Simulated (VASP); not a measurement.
Wanted: the native input for a VASP 6.6.1 run.

```
Task                   : single point
Functional             : PBE
Potentials or basis    : VASP PAW PBE potentials, release 64 (Yb, Os)
Cutoff                 : 520 eV
k mesh                 : 10 × 10 × 10
Occupations            : gaussian, width 0.05 eV
Spin                   : no spin polarisation
Dipole correction      : no
Further INCAR settings : ALGO = Fast; EDIFF = 1e-07; NBANDS = 23
```

The structure of YbOs lies in POSCAR:

```
YbOs
1.0
    3.3986533464      0.0000000000      0.0000000000
    0.0000000000      3.3986533464      0.0000000000
    0.0000000000      0.0000000000      3.3986533464
Yb Os
1 1
Direct
    0.0000000000      0.0000000000      0.0000000000
    0.5000000000      0.5000000000      0.5000000000
```

These files were run (other wordings do the same):

INCAR

```
SYSTEM = YbOs
PREC = Accurate
ENCUT = 520
EDIFF = 1E-7
ISMEAR = 0
SIGMA = 0.05
LREAL = .FALSE.
LASPH = .TRUE.
NELM = 100
ALGO = Fast
ISIF = 2
LWAVE = .FALSE.
LCHARG = .FALSE.
GGA = PE
NBANDS = 23
```

KPOINTS

```
Automatic mesh
0
G
  10 10 10
  0 0 0
```

Potentials or basis: VASP PAW PBE potentials, release 64 (Yb, Os).

Command:

```sh
$ cat potpaw_PBE.64/Yb/POTCAR potpaw_PBE.64/Os/POTCAR > POTCAR
$ mpirun -np 1 vasp_std > vasp.out
```

Results of the run:

- Pressure: -4.3 GPa
- Band gap on the k mesh: zero (bands 16 and 17 overlap by 1.69 eV)

Caveat: the cell stands under tension; spin-orbit coupling is left out, which moves the levels of the heavy elements.

It took 2.4 min on 1 thread of Intel(R) Xeon(R) Platinum 8488C (Sapphire Rapids), on a shared host, peak memory 0.21 GiB.
